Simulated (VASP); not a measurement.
# TiO2 (fluorite type) (Fm-3m) in VASP: relaxation of cell and atoms with PBE

Aim: the relaxation of cell and atoms of TiO2 (fluorite type) with PBE.

Program: VASP 6.6.1. These are calculated values, not measurements. Logs are shortened: lines on timing, memory, paths and dates and some standing lists are left out, and cuts for length are marked.

## 1. The cell of the first run

The structure is cubic, space group Fm-3m (No. 225). The conventional cell has a = 4.932 Å, b = 4.932 Å, c = 4.932 Å, α = 90.00°, β = 90.00°, γ = 90.00°. Within 2.8 Å of Ti (site symmetry m-3m) lie 8 O at 2.14 Å. O (site symmetry -43m) has 4 Ti at 2.14 Å and 6 O at 2.47 Å within 2.8 Å.

## 2. Relaxation of cell and atoms, PBE

Contents of INCAR:

```
SYSTEM = TiO2
ALGO = Normal ; EDIFF = 1E-7
EDIFFG = -0.005 ; ENCUT = 600
GGA = PE ; IBRION = 2
ISIF = 3 ; ISMEAR = -1
LASPH = .True. ; LCHARG = .False.
LREAL = .False. ; LWAVE = .False.
NELM = 60 ; NSW = 60
PREC = Accurate ; SIGMA = 0.1
```

Contents of KPOINTS:

```
k-points
0
Gamma
  12 12 12
  0 0 0
```

Contents of POSCAR:

```
TiO2
1.0
    0.0000000000      2.4662120743      2.4662120743
    2.4662120743      0.0000000000      2.4662120743
    2.4662120743      2.4662120743      0.0000000000
Ti O
1 2
Direct
    0.0000000000      0.0000000000      0.0000000000
    0.2500000000      0.2500000000      0.2500000000
    0.7500000000      0.7500000000      0.7500000000
```

Potentials or basis: VASP PAW PBE potentials, release 64 (Ti_sv, O).

Started as:

```bash
$ cat potpaw_PBE.64/Ti_sv/POTCAR potpaw_PBE.64/O/POTCAR > POTCAR
$ mpirun -np 1 vasp_std > vasp.out
```

OUTCAR:

```text
SYSTEM = TiO2
   EDIFF = 1E-7
   EDIFFG = -0.005
   ENCUT = 600
   GGA = PE
   IBRION = 2
   ISIF = 3
   ISMEAR = -1
   LASPH = .True.
   LREAL = .False.
   NELM = 60
   NSW = 60
   PREC = Accurate

 ion  position               nearest neighbor table
   1  0.000  0.000  0.000-   2 2.14   3 2.14   3 2.14   3 2.14   3 2.14   2 2.14   2 2.14   2 2.14

   2  0.250  0.250  0.250-   1 2.14   1 2.14   1 2.14   1 2.14
   3  0.750  0.750  0.750-   1 2.14   1 2.14   1 2.14   1 2.14

  LATTYP: Found a face centered cubic cell.
 ALAT       =     4.9324241486

  Lattice vectors:

 A1 = (   0.0000000000,   2.4662120743,   2.4662120743)
 A2 = (   2.4662120743,   0.0000000000,   2.4662120743)
 A3 = (   2.4662120743,   2.4662120743,   0.0000000000)

Analysis of symmetry for initial positions (statically):
=====================================================================
 Subroutine PRICEL returns:
 Original cell was already a primitive cell.

 Routine SETGRP: Setting up the symmetry group for a
 face centered cubic supercell.

 Subroutine GETGRP returns: Found 48 space group operations
 (whereof 48 operations were pure point group operations)
 out of a pool of 48 trial point group operations.

The static configuration has the point symmetry O_h .

Analysis of symmetry for dynamics (positions and initial velocities):
=====================================================================
 Subroutine PRICEL returns:
 Original cell was already a primitive cell.

 Routine SETGRP: Setting up the symmetry group for a
 face centered cubic supercell.

 Subroutine GETGRP returns: Found 48 space group operations
 (whereof 48 operations were pure point group operations)
 out of a pool of 48 trial point group operations.

The dynamic configuration has the point symmetry O_h .

 Subroutine INISYM returns: Found 48 space group operations
 (whereof 48 operations are pure point group operations),
 and found     1 'primitive' translations

----------------------------------------------------------------------------------------

                                     Primitive cell

  volume of cell :      30.0000

  direct lattice vectors                    reciprocal lattice vectors
     0.000000000  2.466212074  2.466212074    -0.202740067  0.202740067  0.202740067
     2.466212074  0.000000000  2.466212074     0.202740067 -0.202740067  0.202740067
     2.466212074  2.466212074  0.000000000     0.202740067  0.202740067 -0.202740067

  length of vectors
     3.487750563  3.487750563  3.487750563     0.351156096  0.351156096  0.351156096

  position of ions in fractional coordinates (direct lattice)
     0.000000000  0.000000000  0.000000000
     0.250000000  0.250000000  0.250000000
     0.750000000  0.750000000  0.750000000

  ion indices of the primitive-cell ions
   primitive index   ion index
                 1           1
                 2           2
                 3           3

----------------------------------------------------------------------------------------

 KPOINTS: k-points

Automatic generation of k-mesh.
 Grid dimensions read from file:
 generate k-points for:   12   12   12

 Generating k-lattice:

  Cartesian coordinates                     Fractional coordinates (reciprocal lattice)
    -0.016895006  0.016895006  0.016895006     0.083333333  0.000000000  0.000000000
     0.016895006 -0.016895006  0.016895006     0.000000000  0.083333333  0.000000000
     0.016895006  0.016895006 -0.016895006     0.000000000  0.000000000  0.083333333

  Length of vectors
     0.029263008  0.029263008  0.029263008

  Shift w.r.t. Gamma in fractional coordinates (k-lattice)
     0.000000000  0.000000000  0.000000000

 Subroutine IBZKPT returns following result:
 ===========================================

 Found     72 irreducible k-points:

 Following reciprocal coordinates:
            Coordinates               Weight
  0.000000  0.000000  0.000000      1.000000
  0.083333  0.000000  0.000000      8.000000
  0.166667  0.000000  0.000000      8.000000
  0.250000  0.000000  0.000000      8.000000
  0.333333  0.000000  0.000000      8.000000
  0.416667  0.000000  0.000000      8.000000
[... 16 lines left out ...]
  0.500000  0.166667  0.000000     24.000000
 -0.416667  0.166667  0.000000     24.000000
 [... further k-points ...]
   k-points           NKPTS =     72   k-points in BZ     NKDIM =     72   number of bands    NBANDS=     16
   number of dos      NEDOS =    301   number of ions     NIONS =      3
   total plane-waves  NPLWV =  21952
   dimension x,y,z NGX =    28 NGY =   28 NGZ =   28
   dimension x,y,z NGXF=    56 NGYF=   56 NGZF=   56
   ions per type =               1   2
   NGX,Y,Z   is equivalent  to a cutoff of  13.35, 13.35, 13.35 a.u.
   NGXF,Y,Z  is equivalent  to a cutoff of  26.69, 26.69, 26.69 a.u.
 SYSTEM =  TiO2
   PREC   = accura    normal or accurate (medium, high low for compatibility)
   ISTART =      0    job   : 0-new  1-cont  2-samecut
   ICHARG =      2    charge: 1-file 2-atom 10-const
   ISPIN  =      1    spin polarized calculation?
   LNONCOLLINEAR =      F non collinear calculations
   LSORBIT =      F    spin-orbit coupling
   LASPH  =      T    aspherical Exc in radial PAW
   ENCUT  =  600.0 eV  44.10 Ry    6.64 a.u.   6.97  6.97  6.97*2*pi/ulx,y,z
   NELM   =     60;   NELMIN=  2; NELMDL= -5     # of ELM steps
   EDIFF  = 0.1E-06   stopping-criterion for ELM
   LREAL  =      F    real-space projection
   EDIFFG = -.5E-02   stopping-criterion for IOM
   NSW    =     60    number of steps for IOM
   IBRION =      2    ionic relax: 0-MD 1-quasi-New 2-CG
   NFREE  =      1    steps in history (QN), initial steepest desc. (CG)
   ISIF   =      3    stress and relaxation
   ISYM   =      2    0-nonsym 1-usesym 2-fastsym
   POTIM  = 0.5000    time-step for ionic-motion
   TEBEG  =    0.0;   TEEND  =   0.0 temperature during run
   PSTRESS=    0.0 pullay stress
   NELECT =      24.0000    total number of electrons
   NUPDOWN=      -1.0000    fix difference up-down
   EMIN   =  10.00;   EMAX   =-10.00  energy-range for DOS
   EFERMI =   0.00;   METHOD = LEGACY
   ISMEAR =    -1;   SIGMA  =   0.10  broadening in eV -4-tet -1-fermi 0-gaus
   EFERMI_NEDOS =   21; number of points for ismear=-14 and -15
   IALGO  =     38    algorithm
   IMIX   =      4    mixing-type and parameters
     AMIX     =   0.40;   BMIX     =  1.00
     AMIX_MAG =   1.60;   BMIX_MAG =  1.00
  volume/ion in A,a.u.               =      10.00        67.48
  Fermi-wavevector in a.u.,A,eV,Ry     =   1.519748  2.871907 31.424465  2.309633
  Thomas-Fermi vector in A             =   2.628692
   LORBIT       =      0    0 simple, 1 ext, 2 COOP (PROOUT), +10 PAW based schemes
   GGA     = PE    functional components
   LHFCALC =     F    Hartree Fock is set to
   AEXX    =    0.0000 exact exchange contribution
   IVDW    =     0    specifies the selected vdW correction
   LEPSILON=     F    determine dielectric tensor
   LRPA    =     F    only Hartree local field effects (RPA)
 conjugate gradient relaxation of ions
 non-spin polarized calculation
  energy-cutoff  :      600.00
  volume of cell :       30.00
 maximum number of plane-waves:      1018
   NGX = 13   NGY = 13   NGZ = 13

--------------------------------------- Ionic step        1  -------------------------------------------

 number of electron      24.0000011 magnetization

 Free energy of the ion-electron system (eV)
  ---------------------------------------------------
  ext. energy  EPLUGINS =         0.00000000
  ---------------------------------------------------
  free energy    TOTEN  =       -25.96596946 eV

  energy without entropy =      -25.96557935  energy(sigma->0) =      -25.96577441

------------------------ aborting loop because EDIFF is reached ----------------------------------------

  FORCE on cell =-STRESS in cart. coord.  units (eV):
  Direction    XX          YY          ZZ          XY          YZ          ZX
  --------------------------------------------------------------------------------------
  -------------------------------------------------------------------------------------
  Total       -2.4817621     -2.4817621     -2.4817621      0.0000000      0.0000000      0.0000000
  in kB     -132.5407646   -132.5407646   -132.5407646      0.0000000      0.0000000      0.0000000
  external PRESSURE =    -132.5407646 kB  Pullay stress =       0.0000000 kB
[... 170 lines left out ...]
  energy  without entropy=      -26.0433187696  energy(sigma->0) =      -26.04344037

--------------------------------------- Ionic step        6  -------------------------------------------

 number of electron      23.9999996 magnetization

 Free energy of the ion-electron system (eV)
  ---------------------------------------------------
  ext. energy  EPLUGINS =         0.00000000
  ---------------------------------------------------
  free energy    TOTEN  =       -26.04356749 eV

  energy without entropy =      -26.04332523  energy(sigma->0) =      -26.04344636

 E-fermi :   7.5953     XC(G=0): -12.1060

 val. band max:        7.0796972637   @ k =   0.5000   0.5000   0.0000
 cond. band min:       8.1865909633   @ k =   0.0000   0.0000   0.0000
 fundamental gap:      1.1068936996
 Fermi energy:         7.5953426028

 k-point     1 :       0.0000    0.0000    0.0000
  band No.  band energies     occupation
      1     -50.7287      2.00000
      2     -26.8143      2.00000
      3     -26.8143      2.00000
      4     -26.8143      2.00000
      5     -12.4654      2.00000
      6      -8.7838      2.00000
[... 8 lines left out ...]
     15      12.2784      0.00000
     16      12.2784      0.00000
[... 420 lines left out ...]
  band No.  band energies     occupation
      1     -50.7062      2.00000
      2     -27.0206      2.00000
      3     -26.8854      2.00000
      4     -26.8487      2.00000
      5     -10.7980      2.00000
      6     -10.2993      2.00000
[... 8 lines left out ...]
     15       9.9492      0.00000
     16      11.3926      0.00000

 [... further k-points ...]
[... 5 lines left out ...]
  --------------------------------------------------------------------------------------
  -------------------------------------------------------------------------------------
  Total       -0.0000229     -0.0000229     -0.0000229      0.0000000      0.0000000      0.0000000
  in kB       -0.0013001     -0.0013001     -0.0013001      0.0000000      0.0000000      0.0000000
  external PRESSURE =      -0.0013001 kB  Pullay stress =       0.0000000 kB
[... 18 lines left out ...]
  FREE ENERGIE OF THE ION-ELECTRON SYSTEM (eV)
  ---------------------------------------------------
  free  energy   TOTEN  =       -26.0435674947 eV

  energy  without entropy=      -26.0433252349  energy(sigma->0) =      -26.04344636

 reached required accuracy - stopping structural energy minimisation
```

Run time: 3.3 min. Hardware: 1 thread of AMD EPYC 7R13 (Zen 3), shared host; peak memory 0.16 GiB.

What came out:

```
Free energy                            : -26.0436 eV
Relaxed volume                         : 9.41 Å³/atom
Relaxed cell                           : a = 3.417 Å, b = 3.417 Å, c = 3.417 Å, α = 60.00°, β = 60.00°, γ = 60.00°
Space group after relaxing (to 0.05 Å) : Fm-3m (No. 225)
Energy gained by relaxing              : 25.9 meV/atom
Ionic steps                            : 6
Pressure after relaxing                : 0.0 GPa
Band gap on the k mesh                 : 1.11 eV, indirect (least direct gap 1.78 eV)
```

Step by step:
```csv
step,energy change (eV),largest force (eV/Å),pressure (GPa),volume (Å³)
1,0.0000,0.0000,-13.25,30.00
2,0.0079,0.0000,17.28,26.55
3,-0.0776,0.0000,-0.19,28.24
4,-0.0776,0.0000,0.14,28.21
5,-0.0776,0.0000,-0.12,28.24
6,-0.0776,0.0000,0.00,28.22
```

Final structure:
```
Ti O
1.0
     0.00000    2.41652    2.41652
     2.41652    0.00000    2.41652
     2.41652    2.41652    0.00000
Ti O
1 2
Direct
  0.00000 0.00000 0.00000
  0.25000 0.25000 0.25000
  0.75000 0.75000 0.75000
```
